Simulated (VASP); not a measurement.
Set up this calculation in VASP 6.6.1, as the native input.

```
Task                   : single point
Functional             : PBEsol
Potentials or basis    : VASP PAW PBE potentials, release 64 (Ta_pv, N)
Cutoff                 : 520 eV
k mesh                 : 11 × 11 × 10
Occupations            : fermi-dirac, width 0.1 eV
Spin                   : no spin polarisation
Dipole correction      : no
Further INCAR settings : ALGO = Normal; EDIFF = 1e-07; NBANDS = 15
```

The structure of TaN lies in POSCAR:

```
TaN
1.0
    2.8848118050      0.0000000000      0.0000000000
   -1.4424059025      2.4983206653      0.0000000000
    0.0000000000      0.0000000000      2.8308074996
Ta N
1 1
Direct
    0.3333333333      0.6666666667      0.5000000000
    0.0000000000      0.0000000000      0.0000000000
```

The input as run:

INCAR

```
ALGO     = Normal         # electronic algorithm
EDIFF    = 1E-7           # SCF threshold, eV
ENCUT    = 520            # plane-wave cutoff, eV
GGA      = PS             # functional
ISIF     = 2              # what is computed and relaxed
ISMEAR   = -1             # smearing method
LASPH    = T              # aspherical terms in the spheres
LCHARG   = T              # write CHGCAR
LELF     = T              # ELF
LREAL    = F              # projectors in reciprocal space
LVHAR    = T            
LWAVE    = F              # write WAVECAR
NBANDS   = 15             # bands
NELM     = 100            # most SCF steps
PREC     = Accurate       # precision mode
SIGMA    = 0.1            # smearing width, eV
```

KPOINTS

```
k-points
0
Gamma
  11 11 10
```

Potentials or basis: VASP PAW PBE potentials, release 64 (Ta_pv, N).

The run is started by

```console
$ cat potpaw_PBE.64/Ta_pv/POTCAR potpaw_PBE.64/N/POTCAR > POTCAR
$ mpirun -np 1 vasp_std > vasp.out
```

Results of the run:

```yaml
Pressure: 17.4 GPa
Band_gap_on_the_k_mesh: zero (band 8 reaches 9.09 eV, above the bottom of band 9 at 8.55 eV)
```

Caveat: the PAW data sets were made with another functional, which shifts forces and pressure a little; spin-orbit coupling is left out, which moves the levels of the heavy elements.

Wall time 41 s on 1 thread of Intel Xeon 6975P-C, with other jobs on the host, peak memory 0.16 GiB.
